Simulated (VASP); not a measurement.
A run of VASP 6.6.1:

The input INCAR:

```
  PREC = Accurate
  ENCUT = 520
  EDIFF = 1E-6
  ISMEAR = 0
  SIGMA = 0.05
  LREAL = F
  LASPH = T
  NELM = 60
  ALGO = Normal
  ISIF = 2
  LWAVE = F
  LCHARG = F
  GGA = PE
  NBANDS = 26
```

KPOINTS

```
regular mesh
0
Gamma
  12 12 4
```

Contents of POSCAR:

```
C
1.0
    2.5180184915      0.0000000000      0.0000000000
   -1.2590092457      2.1806679808      0.0000000000
    0.0000000000      0.0000000000      8.3045881819
C
8
Direct
   -0.0446779880     -0.0446779880      0.0929681641
    0.0000000000      0.0000000000      0.5929681641
    0.0000000000      0.0000000000      0.4070318359
    0.0000000000      0.0000000000      0.9070318359
    0.3333333333      0.6666666667      0.1555285626
    0.6666666667      0.3333333333      0.6555285626
    0.3333333333      0.6666666667      0.3444714374
    0.6666666667      0.3333333333      0.8444714374
```

Potentials or basis: VASP PAW PBE potentials, release 64 (C).

Run with:

```bash
$ cat potpaw_PBE.64/C/POTCAR > POTCAR
$ mpirun -np 1 vasp_std > vasp.out
```

Hardware: 1 thread of Intel Xeon 6975P-C, on a shared host.

Task: Estimate the wall time of this run.

Result: Wall time 4.2 min on 1 thread of Intel Xeon 6975P-C, with other jobs on the host, peak memory 0.33 GiB. Counts: scf iterations 12, k points 292.
